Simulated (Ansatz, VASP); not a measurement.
**Sb2Se3: VASP beside Ansatz**

POSCAR

```
Sb2Se3
1.0
    2.1138450509      1.2204290092     10.1470024573
   -2.1138450509      1.2204290092     10.1470024573
    0.0000000000     -2.4408580184     10.1470024573
Sb Se
2 3
Direct
    0.3933005618      0.3933005618      0.3933005618
    0.6066994382      0.6066994382      0.6066994382
    0.2250514185      0.2250514185      0.2250514185
    0.7749485815      0.7749485815      0.7749485815
    0.0000000000      0.0000000000      0.0000000000
```

The input INCAR.step1:

```
SYSTEM = Sb2Se3
  PREC = Accurate
  ENCUT = 520
  ISMEAR = -1
  SIGMA = 0.02
  LREAL = .False.
  LASPH = .True.
  NELM = 100
  NBANDS = 22
  GGA = PE
  ALGO = Normal
  EDIFF = 1E-4
  LWAVE = .True.
  LCHARG = .False.
```

Contents of INCAR.step2:

```
SYSTEM = Sb2Se3
  PREC = Accurate
  ENCUT = 520
  EDIFF = 1E-7
  ISMEAR = -1
  SIGMA = 0.02
  LREAL = .False.
  LASPH = .True.
  NELM = 100
  ALGO = Normal
  ISIF = 2
  LWAVE = .False.
  LCHARG = .True.
  METAGGA = R2SCAN
  LMIXTAU = .True.
  LELF = .True.
  LVHAR = .True.
  NBANDS = 22
  ISTART = 1
```

Contents of KPOINTS:

```
regular mesh
0
Gamma
  8 8 8
  0 0 0
```

Input for Ansatz:

```yaml
crystal:
  lattice:
    - [2.1138450509, 1.2204290092, 10.1470024573]
    - [-2.1138450509, 1.2204290092, 10.1470024573]
    - [0.0, -2.4408580184, 10.1470024573]
  atoms:
    - { symbol: Sb, position: [0.3933005618, 0.3933005618, 0.3933005618] }
    - { symbol: Sb, position: [0.6066994382, 0.6066994382, 0.6066994382] }
    - { symbol: Se, position: [0.2250514185, 0.2250514185, 0.2250514185] }
    - { symbol: Se, position: [0.7749485815, 0.7749485815, 0.7749485815] }
    - { symbol: Se, position: [0.0, 0.0, 0.0] }
kpoints:
  mp_grid: { grid: [8, 8, 8] }
  band_path:
    path:
      - [0.0, 0.0, 0.0]
      - [0.5, 0.5, 0.5]
      - [0.82368931, 0.17631069, 0.5]
      - [0.5, -0.17631069, 0.17631069]
      - [0.5, 0.0, 0.0]
      - [0.338155345, -0.338155345, 0.0]
      - [0.661844655, 0.0, 0.338155345]
      - [0.5, 0.0, 0.5]
      - [0.479167, -0.257813, -0.257813]
    npoints: 1
hamiltonian:
  xc: r2scan
scf:
  occupations: { method: fermi_dirac, width: 0.02 }
  n_extra_bands: 5
output:
  forces: true
  stress: true
  eigenvalues: true
```

Change from the starting cell: hydrostatic strain +5.0%.

Alike in both runs: task single point; functional r2SCAN; k mesh 8 × 8 × 8; occupations fermi-dirac, width 0.02 eV; no spin polarisation.

|  | VASP | Ansatz |
| --- | --- | --- |
| version | VASP 6.6.1 | Ansatz 0.2.0 |
| potentials or method | VASP PAW PBE potentials, release 64 (Sb, Se) | plane waves, PAW |
| plane-wave cutoff (eV) | 520 | 500 |
| valence electrons in the cell | 28 | 78 |

```csv
,VASP,Ansatz,Ansatz less VASP
pressure (GPa),-2.9,-2.8,+0.08
"traceless stress, the component that is largest in VASP (GPa)",2.18,2.17,-0.005
rms of the force components (eV/Å),0.023,0.028,+0.0052
```

VASP's potentials were made for PBE, not for r2SCAN. Atom by atom the forces differ by 0.006 eV/Å (rms over components). VASP's potentials hold 28 valence electrons a cell and Ansatz's 78, so a difference there can come from the potentials and not from the codes.

Neither program's run includes spin-orbit coupling.
